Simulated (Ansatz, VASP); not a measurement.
Two plane-wave programs on Co

```
Co
1.0
    -1.36133    1.36133    1.36133
     1.36133   -1.36133    1.36133
     1.36133    1.36133   -1.36133
Co
1
Direct
  0.00000 0.00000 0.00000
```

Alike in both runs: task single point; functional PBE; k mesh 20 × 20 × 20; occupations gaussian, width 0.1 eV; collinear spin.

|  | VASP | Ansatz |
| --- | --- | --- |
| version | VASP 6.6.1 | Ansatz 0.2.0 |
| potentials or method | VASP PAW PBE potentials, release 64 (Co), cutoff 520 eV | scalar-relativistic, plane waves, PAW |
| valence electrons in the cell | 9 | 17 |

|  | VASP | Ansatz | Ansatz less VASP |
| --- | --- | --- | --- |
| gap on the k mesh at the Fermi level (eV) | none | none | - |
| pressure (GPa) | 22.9 | 24.2 | +1.31 |
| net moment per atom (μB) | 1.68 | 1.69 | +0.008 |
| size of the moment on the site where the two differ most (μB) | 1.69 | 1.74 | +0.058 |

Site moments also hang on the region over which each program counts them. A gap of «none» marks a metal or a gap that the smearing closes. VASP's potentials hold 9 valence electrons a cell and Ansatz's 17, so a difference there can come from the potentials and not from the codes.
